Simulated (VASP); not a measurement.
A run of VASP 6.6.1 is set up as follows.

Contents of POSCAR:

```
Sn
1.0
    0.0000000000      3.3273247541      3.3273247541
    3.3273247541      0.0000000000      3.3273247541
    3.3273247541      3.3273247541      0.0000000000
Sn
2
Direct
    0.0000000000      0.0000000000      0.0000000000
    0.2500000000      0.2500000000      0.2500000000
```

File INCAR.step1:

```
SYSTEM = Sn
PREC = Accurate ; ENCUT = 400
EDIFF = 1E-6 ; ISMEAR = 0
SIGMA = 0.1 ; LREAL = .False.
LASPH = .True. ; NELM = 200
ALGO = Normal ; ISIF = 2
LWAVE = .False. ; LCHARG = .True.
MAGMOM = 0 0 0 0 0 0 ; LSORBIT = .True.
GGA_COMPAT = .False. ; LORBMOM = .True.
GGA = PE ; NBANDS = 40
NEDOS = 2001 ; LORBIT = 11
```

Contents of KPOINTS.step1:

```
Automatic mesh
0
Gamma
  12 12 12
  0 0 0
```

File INCAR.step2:

```
SYSTEM = Sn
PREC = Accurate ; ENCUT = 400
EDIFF = 1E-6 ; ISMEAR = -5
SIGMA = 0.1 ; LREAL = .False.
LASPH = .True. ; NELM = 200
ALGO = Normal ; ISIF = 2
LWAVE = .False. ; LCHARG = .False.
MAGMOM = 0 0 0 0 0 0 ; LORBIT = 10
LSORBIT = .True. ; GGA_COMPAT = .False.
LORBMOM = .True. ; GGA = PE
NEDOS = 2001 ; ICHARG = 11
```

KPOINTS.step2

```
Automatic mesh
0
Gamma
  18 18 18
  0 0 0
```

Potentials or basis: VASP PAW PBE potentials, release 64 (Sn_d).

Run with:

```bash
$ cat potpaw_PBE.64/Sn_d/POTCAR > POTCAR
$ cp INCAR.step1 INCAR
$ cp KPOINTS.step1 KPOINTS
$ mpirun -np 1 vasp_ncl > vasp.out
$ cp INCAR.step2 INCAR
$ cp KPOINTS.step2 KPOINTS
$ mpirun -np 1 vasp_ncl > vasp.out
```

Task: Predict the net moment.

Result: 0.00 μB per cell.

Moments on the atoms (μB; x, y, z):
```
Sn  0.00 0.00 0.00
Sn  0.00 0.00 0.00
```
